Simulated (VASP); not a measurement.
A run of VASP 6.6.1 is set up as follows.

File POSCAR:

```
Nb
1.0
   -1.6503519298      1.6503519298      1.6503519298
    1.6503519298     -1.6503519298      1.6503519298
    1.6503519298      1.6503519298     -1.6503519298
Nb
1
Direct
    0.0000000000      0.0000000000      0.0000000000
```

Contents of INCAR.step1:

```
SYSTEM = Nb
ALGO     = Normal         ! electronic algorithm
EDIFF    = 1E-4           ! SCF threshold, eV
ENCUT    = 600            ! plane-wave cutoff, eV
GGA      = PE             ! functional
ISMEAR   = -1             ! smearing method
LASPH    = .TRUE.         ! aspherical terms in the spheres
LCHARG   = .FALSE.        ! write CHGCAR
LREAL    = .FALSE.        ! projectors in reciprocal space
LWAVE    = .TRUE.         ! write WAVECAR
NELM     = 80             ! most SCF steps
PREC     = Accurate       ! precision mode
SIGMA    = 0.1            ! smearing width, eV
```

The input INCAR.step2:

```
SYSTEM = Nb
ALGO     = Normal         ! electronic algorithm
EDIFF    = 1E-7           ! SCF threshold, eV
EDIFFG   = -0.005         ! ionic threshold
ENCUT    = 600            ! plane-wave cutoff, eV
IBRION   = 2              ! ionic algorithm
ISIF     = 3              ! what is computed and relaxed
ISMEAR   = -1             ! smearing method
ISTART   = 1            
LASPH    = .TRUE.         ! aspherical terms in the spheres
LCHARG   = .FALSE.        ! write CHGCAR
LMIXTAU  = .TRUE.       
LREAL    = .FALSE.        ! projectors in reciprocal space
LWAVE    = .FALSE.        ! write WAVECAR
METAGGA  = R2SCAN         ! meta-GGA
NELM     = 80             ! most SCF steps
NSW      = 60             ! ionic steps
PREC     = Accurate       ! precision mode
SIGMA    = 0.1            ! smearing width, eV
```

KPOINTS

```
k-points
0
G
  18 18 18
  0 0 0
```

Potentials or basis: VASP PAW PBE potentials, release 64 (Nb_sv).

Launch:

```bash
$ cat potpaw_PBE.64/Nb_sv/POTCAR > POTCAR
$ cp INCAR.step1 INCAR
$ mpirun -np 1 vasp_std > vasp.out
$ cp INCAR.step2 INCAR
$ mpirun -np 1 vasp_std > vasp.out
```

(1) What does it give for the space group after relaxing (to 0.1 Å)?

(2) Predict the relaxed cell.

(3) What does it give for the relaxed volume?

(4) Estimate the band gap on the k mesh.

Results:

(1) Im-3m (No. 229).

(2) a = 2.861 Å, b = 2.861 Å, c = 2.861 Å, α = 109.47°, β = 109.47°, γ = 109.47°.

(3) 18.03 Å³/atom.

(4) zero (an odd number of electrons rules out a gap without spin polarisation).

Caveat: the PAW data sets were made with another functional, which shifts forces and pressure a little.
